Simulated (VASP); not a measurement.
# AlGa2 (P6_3/mmc) in VASP: further runs

AlGa2 is run at these levels: PBE; tasks: relaxation of cell and atoms.

Everything below comes from runs of VASP 6.6.1. Logs are shortened: lines on timing, memory, paths and dates and some standing lists are left out, and cuts for length are marked.

## (1) The cell of the first run

The structure is hexagonal, space group P6_3/mmc (No. 194). The conventional cell has a = 3.014 Å, b = 3.014 Å, c = 13.832 Å, α = 90.00°, β = 90.00°, γ = 120.00°. Al (site symmetry -3m) has 6 Ga at 2.78 Å and 6 Al at 3.01 Å within 3.7 Å. Within 3.4 Å of Ga (site symmetry 3m) lie 7 Ga at 2.57 to 3.01 Å and 3 Al at 2.78 Å.

The cell was generated, and may not be a known phase.

## (2) Relaxation of cell and atoms, PBE

File INCAR:

```
SYSTEM = AlGa2
PREC = Accurate ; ENCUT = 600
EDIFF = 1E-6 ; ISMEAR = 0
SIGMA = 0.1 ; LREAL = .FALSE.
LASPH = .TRUE. ; NELM = 80
ALGO = Fast ; ISIF = 3
LWAVE = .FALSE. ; LCHARG = .FALSE.
GGA = PE ; IBRION = 2
NSW = 90 ; EDIFFG = -0.04
```

File KPOINTS:

```
Automatic mesh
0
G
  6 6 2
  0 0 0
```

File POSCAR:

```
AlGa2
1.0
    3.0144307417      0.0000000000      0.0000000000
   -1.5072153708      2.6105736002      0.0000000000
    0.0000000000      0.0000000000     13.8315705461
Al Ga
2 4
Direct
    0.0000000000      0.0000000000      0.0000000000
    0.0000000000      0.0000000000      0.5000000000
    0.3333333333      0.6666666667      0.8429871298
    0.3333333333      0.6666666667      0.6570128702
    0.6666666667      0.3333333333      0.1570128702
    0.6666666667      0.3333333333      0.3429871298
```

Potentials or basis: VASP PAW PBE potentials, release 64 (Al, Ga_d).

Command:

```bash
cat potpaw_PBE.64/Al/POTCAR potpaw_PBE.64/Ga_d/POTCAR > POTCAR
mpirun -np 1 vasp_std > vasp.out
```

OUTCAR:

```text
SYSTEM = AlGa2
   PREC = Accurate
   ENCUT = 600
   EDIFF = 1E-6
   ISMEAR = 0
   LREAL = .FALSE.
   LASPH = .TRUE.
   NELM = 80
   ISIF = 3
   GGA = PE
   IBRION = 2
   NSW = 90
   EDIFFG = -0.04

 ion  position               nearest neighbor table
   1  0.000  0.000  0.000-   3 2.78   5 2.78   3 2.78   5 2.78   5 2.78   3 2.78
   2  0.000  0.000  0.500-   4 2.78   6 2.78   4 2.78   6 2.78   6 2.78   4 2.78
   3  0.333  0.667  0.843-   4 2.57   1 2.78   1 2.78   1 2.78
   4  0.333  0.667  0.657-   3 2.57   2 2.78   2 2.78   2 2.78
   5  0.667  0.333  0.157-   6 2.57   1 2.78   1 2.78   1 2.78
   6  0.667  0.333  0.343-   5 2.57   2 2.78   2 2.78   2 2.78

  LATTYP: Found a hexagonal cell.
 ALAT       =     3.0144307417
 C/A-ratio  =     4.5884519272

  Lattice vectors:

 A1 = (   3.0144307417,   0.0000000000,   0.0000000000)
 A2 = (  -1.5072153708,   2.6105736002,   0.0000000000)
 A3 = (   0.0000000000,   0.0000000000,  13.8315705461)

Analysis of symmetry for initial positions (statically):
=====================================================================
 Subroutine PRICEL returns:
 Original cell was already a primitive cell.

 Routine SETGRP: Setting up the symmetry group for a
 hexagonal supercell.

 Subroutine GETGRP returns: Found 24 space group operations
 (whereof 12 operations were pure point group operations)
 out of a pool of 24 trial point group operations.

The static configuration has the point symmetry D_3d.
 The point group associated with its full space group is D_6h.

Analysis of symmetry for dynamics (positions and initial velocities):
=====================================================================
 Subroutine PRICEL returns:
 Original cell was already a primitive cell.

 Routine SETGRP: Setting up the symmetry group for a
 hexagonal supercell.

 Subroutine GETGRP returns: Found 24 space group operations
 (whereof 12 operations were pure point group operations)
 out of a pool of 24 trial point group operations.

The dynamic configuration has the point symmetry D_3d.
 The point group associated with its full space group is D_6h.

 Subroutine INISYM returns: Found 24 space group operations
 (whereof 12 operations are pure point group operations),
 and found     1 'primitive' translations

----------------------------------------------------------------------------------------

                                     Primitive cell

  volume of cell :     108.8461
[... 75 lines left out ...]
   NGXF,Y,Z  is equivalent  to a cutoff of  26.47, 26.47, 26.92 a.u.
 SYSTEM =  AlGa2
   PREC   = accura    normal or accurate (medium, high low for compatibility)
   ISTART =      0    job   : 0-new  1-cont  2-samecut
   ICHARG =      2    charge: 1-file 2-atom 10-const
   ISPIN  =      1    spin polarized calculation?
   LNONCOLLINEAR =      F non collinear calculations
   LSORBIT =      F    spin-orbit coupling
   LASPH  =      T    aspherical Exc in radial PAW
   ENCUT  =  600.0 eV  44.10 Ry    6.64 a.u.   6.02  6.02 27.63*2*pi/ulx,y,z
   NELM   =     80;   NELMIN=  2; NELMDL= -5     # of ELM steps
   EDIFF  = 0.1E-05   stopping-criterion for ELM
   LREAL  =      F    real-space projection
   EDIFFG = -.4E-01   stopping-criterion for IOM
   NSW    =     90    number of steps for IOM
   IBRION =      2    ionic relax: 0-MD 1-quasi-New 2-CG
   NFREE  =      1    steps in history (QN), initial steepest desc. (CG)
   ISIF   =      3    stress and relaxation
   ISYM   =      2    0-nonsym 1-usesym 2-fastsym
   POTIM  = 0.5000    time-step for ionic-motion
   TEBEG  =    0.0;   TEEND  =   0.0 temperature during run
   PSTRESS=    0.0 pullay stress
   NELECT =      58.0000    total number of electrons
   NUPDOWN=      -1.0000    fix difference up-down
   EMIN   =  10.00;   EMAX   =-10.00  energy-range for DOS
   EFERMI =   0.00;   METHOD = LEGACY
   ISMEAR =     0;   SIGMA  =   0.10  broadening in eV -4-tet -1-fermi 0-gaus
   EFERMI_NEDOS =   21; number of points for ismear=-14 and -15
   IALGO  =     68    algorithm
   IMIX   =      4    mixing-type and parameters
     AMIX     =   0.40;   BMIX     =  1.00
     AMIX_MAG =   1.60;   BMIX_MAG =  1.00
  volume/ion in A,a.u.               =      18.14       122.42
  Fermi-wavevector in a.u.,A,eV,Ry     =   1.327231  2.508103 23.967243  1.761543
  Thomas-Fermi vector in A             =   2.456559
   LORBIT       =      0    0 simple, 1 ext, 2 COOP (PROOUT), +10 PAW based schemes
   GGA     = PE    functional components
   LHFCALC =     F    Hartree Fock is set to
   AEXX    =    0.0000 exact exchange contribution
   IVDW    =     0    specifies the selected vdW correction
   LEPSILON=     F    determine dielectric tensor
   LRPA    =     F    only Hartree local field effects (RPA)
 conjugate gradient relaxation of ions
 non-spin polarized calculation
 RMM-DIIS sequential band-by-band and
 Gauss-broadening in eV      SIGMA  =   0.10
  energy-cutoff  :      600.00
  volume of cell :      108.85
 maximum number of plane-waves:      3660
   NGX = 13   NGY = 13   NGZ = 55

--------------------------------------- Ionic step        1  -------------------------------------------

 number of electron      57.9999990 magnetization

 Free energy of the ion-electron system (eV)
  ---------------------------------------------------
  ext. energy  EPLUGINS =         0.00000000
  ---------------------------------------------------
  free energy    TOTEN  =       -19.16089775 eV

  energy without entropy =      -19.14909227  energy(sigma->0) =      -19.15499501

------------------------ aborting loop because EDIFF is reached ----------------------------------------

  FORCE on cell =-STRESS in cart. coord.  units (eV):
  Direction    XX          YY          ZZ          XY          YZ          ZX
  --------------------------------------------------------------------------------------
  -------------------------------------------------------------------------------------
  Total       -1.0471581     -1.0471581      2.1332738     -0.0000000      0.0000000     -0.0000000
  in kB      -15.4138137    -15.4138137     31.4010683     -0.0000000      0.0000000     -0.0000000
  external PRESSURE =       0.1911470 kB  Pullay stress =       0.0000000 kB
[... 227 lines left out ...]
--------------------------------------- Ionic step        7  -------------------------------------------

 number of electron      58.0000053 magnetization

 Free energy of the ion-electron system (eV)
  ---------------------------------------------------
  ext. energy  EPLUGINS =         0.00000000
  ---------------------------------------------------
  free energy    TOTEN  =       -19.20918105 eV

  energy without entropy =      -19.19548314  energy(sigma->0) =      -19.20233209

 E-fermi :   6.2246     XC(G=0): -10.7519

 val. band max:        6.1784724162   @ k =   0.3333   0.1667   0.0000
 cond. band min:       6.2911077667   @ k =   0.1667   0.1667   0.5000
 fundamental gap:      0.1126353505
 Fermi energy:         6.2245542304

 k-point     1 :       0.0000    0.0000    0.0000
  band No.  band energies     occupation
      1      -8.7445      2.00000
      2      -8.7353      2.00000
      3      -8.5911      2.00000
      4      -8.5911      2.00000
      5      -8.5911      2.00000
      6      -8.5911      2.00000
[... 540 lines left out ...]
  FREE ENERGIE OF THE ION-ELECTRON SYSTEM (eV)
  ---------------------------------------------------
  free  energy   TOTEN  =       -19.2091810455 eV

  energy  without entropy=      -19.1954831390  energy(sigma->0) =      -19.20233209

 reached required accuracy - stopping structural energy minimisation
```

OSZICAR:

```text
N       E                     dE             d eps       ncg     rms          rms(c)
DAV:   1     0.427433437776E+03    0.42743E+03   -0.30043E+04   952   0.309E+03
DAV:   2     0.346732319557E+02   -0.39276E+03   -0.38747E+03   984   0.607E+02
DAV:   3    -0.170008570538E+02   -0.51674E+02   -0.50474E+02  1110   0.163E+02
[... 76 lines left out ...]
RMM:   4    -0.192091511502E+02    0.18334E-03   -0.19763E-03  1279   0.359E-01    0.798E-03
RMM:   5    -0.192091788513E+02   -0.27701E-04   -0.30119E-04  1308   0.124E-01    0.771E-03
RMM:   6    -0.192091809899E+02   -0.21385E-05   -0.36994E-05  1241   0.472E-02    0.582E-03
RMM:   7    -0.192091809059E+02    0.83997E-07   -0.12698E-05  1055   0.260E-02    0.168E-03
RMM:   8    -0.192091810455E+02   -0.13960E-06   -0.25790E-06   616   0.153E-02
   7 F= -.19209181E+02 E0= -.19202332E+02  d E =-.729173E-03
```

CONTCAR:

```text
AlGa2
   1.00000000000000
     2.9663672343661256   -0.0000000000009159   -0.0000000000000000
    -1.4831836171346535    2.5689493818572497    0.0000000000000000
     0.0000000000000000    0.0000000000000000   14.2080776847586208
  Al              Ga
     2     4
Direct
     0.0000000000000000    0.0000000000000000    0.0000000000000000
     0.0000000000000000    0.0000000000000000    0.5000000000000000
     0.3333333332999970    0.6666666667000030    0.8430077771335163
     0.3333333332999970    0.6666666667000030    0.6569922228664837
     0.6666666667000030    0.3333333332999970    0.1569922228664838
     0.6666666667000030    0.3333333332999970    0.3430077771335163

  0.00000000E+00  0.00000000E+00  0.00000000E+00
  0.00000000E+00  0.00000000E+00  0.00000000E+00
  0.00000000E+00  0.00000000E+00  0.00000000E+00
  0.00000000E+00  0.00000000E+00  0.00000000E+00
  0.00000000E+00  0.00000000E+00  0.00000000E+00
  0.00000000E+00  0.00000000E+00  0.00000000E+00
```

Wall time 3 min (1 thread of Intel Xeon 6975P-C (Granite Rapids), shared host); peak memory 0.28 GiB.

Results:

```
Free energy                           : -19.2092 eV
Relaxed volume                        : 18.05 Å³/atom
Relaxed cell                          : a = 2.966 Å, b = 2.966 Å, c = 14.208 Å, α = 90.00°, β = 90.00°, γ = 120.00°
Space group after relaxing (to 0.1 Å) : P6_3/mmc (No. 194)
Energy gained by relaxing             : 8.0 meV/atom
Ionic steps                           : 7
Pressure after relaxing               : 0.0 GPa
Largest force after relaxing          : 0.014 eV/Å
```

Forces in eV/Å, atoms in the order of the input:
```
Al   0.000  0.000  0.000
Al   0.000  0.000  0.000
Ga   0.000  0.000  0.014
Ga   0.000  0.000 -0.014
Ga   0.000  0.000 -0.014
Ga   0.000  0.000  0.014
```

Step by step:
| step | energy change (eV) | largest force (eV/Å) | pressure (GPa) | volume (Å³) |
| --- | --- | --- | --- | --- |
| 1 | 0.0000 | 0.0261 | 0.02 | 108.85 |
| 2 | -0.0344 | 0.0278 | -0.14 | 108.86 |
| 3 | -0.0331 | 0.0480 | -0.24 | 108.80 |
| 4 | -0.0475 | 0.0444 | -0.24 | 108.84 |
| 5 | -0.0475 | 0.0471 | -0.29 | 108.84 |
| 6 | -0.0476 | 0.0451 | -0.28 | 108.84 |
| 7 | -0.0483 | 0.0145 | 0.00 | 108.27 |

Final structure:
```
CELL_PARAMETERS angstrom
2.96637 0.00000 0.00000
-1.48318 2.56895 0.00000
0.00000 0.00000 14.20808
ATOMIC_POSITIONS crystal
Al 0.00000 0.00000 0.00000
Al 0.00000 0.00000 0.50000
Ga 0.33333 0.66667 0.84301
Ga 0.33333 0.66667 0.65699
Ga 0.66667 0.33333 0.15699
Ga 0.66667 0.33333 0.34301
```

Caveat: the k points lie up to 0.41 Å⁻¹ apart in the final cell; the highest band is partly filled, so the run has too few bands.

## (3) Relaxation of cell and atoms, PBE

This run uses another cell than the first one, of 18.06 Å³/atom.

File INCAR:

```
SYSTEM = AlGa2
  PREC = Accurate
  ENCUT = 600
  EDIFF = 1E-6
  ISMEAR = 0
  SIGMA = 0.1
  LREAL = .FALSE.
  LASPH = .TRUE.
  NELM = 80
  ALGO = Fast
  ISIF = 3
  LWAVE = .FALSE.
  LCHARG = .FALSE.
  GGA = PE
  IBRION = 2
  NSW = 100
  EDIFFG = -0.01
```

File KPOINTS:

```
Automatic mesh
0
G
  12 12 4
  0 0 0
```

File POSCAR:

```
AlGa2
1.0
    2.9676486405      0.0000000000      0.0000000000
   -1.4838243203      2.5700591122      0.0000000000
    0.0000000000      0.0000000000     14.2082188945
Al Ga
2 4
Direct
    0.0000000000      0.0000000000      0.0000000000
    0.0000000000      0.0000000000      0.5000000000
    0.3333333333      0.6666666667      0.8430445496
    0.3333333333      0.6666666667      0.6569554504
    0.6666666667      0.3333333333      0.1569554504
    0.6666666667      0.3333333333      0.3430445496
```

Potentials or basis: VASP PAW PBE potentials, release 64 (Al, Ga_d).

Command:

```bash
cat potpaw_PBE.64/Al/POTCAR potpaw_PBE.64/Ga_d/POTCAR > POTCAR
mpirun -np 1 vasp_std > vasp.out
```

It took 11 min on 1 thread of Intel Xeon 6975P-C (Granite Rapids), shared host; peak memory 0.4 GiB.

Results (log left out):

- Free energy: -19.0622 eV
- Relaxed volume: 17.92 Å³/atom
- Relaxed cell: a = 2.945 Å, b = 2.945 Å, c = 14.309 Å, α = 90.00°, β = 90.00°, γ = 120.00°
- Space group after relaxing (to 0.1 Å): P6_3/mmc (No. 194)
- Energy gained by relaxing: 0.5 meV/atom
- Ionic steps: 9
- Pressure after relaxing: 0.0 GPa
- Largest force after relaxing: 0.009 eV/Å

Forces in eV/Å, atoms in the order of the input:
```
Al   0.000  0.000  0.000
Al   0.000  0.000  0.000
Ga   0.000  0.000 -0.009
Ga   0.000  0.000  0.009
Ga   0.000  0.000  0.009
Ga   0.000  0.000 -0.009
```

Step by step:
```tsv
step	energy change (eV)	largest force (eV/Å)	pressure (GPa)	volume (Å³)
1	0.0000	0.0194	-0.21	108.37
2	-0.0010	0.0222	-0.05	107.99
3	-0.0014	0.0265	0.06	107.75
4	-0.0017	0.0330	0.28	107.27
5	-0.0023	0.0293	0.22	107.28
6	-0.0027	0.0221	0.17	107.30
7	-0.0028	0.0173	0.15	107.30
8	-0.0028	0.0247	0.15	107.30
9	-0.0029	0.0090	0.00	107.49
```

Final structure:
```
CELL_PARAMETERS angstrom
2.94520 0.00000 0.00000
-1.47260 2.55062 0.00000
0.00000 0.00000 14.30931
ATOMIC_POSITIONS crystal
Al 0.00000 0.00000 0.00000
Al 0.00000 0.00000 0.50000
Ga 0.33333 0.66667 0.84253
Ga 0.33333 0.66667 0.65747
Ga 0.66667 0.33333 0.15747
Ga 0.66667 0.33333 0.34253
```

Levels at points of the mesh, in eV from the Fermi level:
```tsv
k point	band 26	band 27	band 28	band 29	band 30	band 31	band 32	band 33
(0.00, 0.00, 0.00)	-4.47	-4.07	0.62	1.06	6.49	8.00	9.85	9.94
(0.50, 0.00, 0.00)	-4.04	-2.78	-2.77	-2.32	-1.32	0.86	1.30	1.60
(0.00, 0.00, 0.50)	-6.28	-1.88	-1.88	3.86	3.86	9.92	9.92	9.92
(0.50, 0.00, 0.50)	-3.75	-3.44	-3.44	-1.15	-1.15	0.14	0.14	3.23
```

Caveat: the highest band is partly filled, so the run has too few bands.
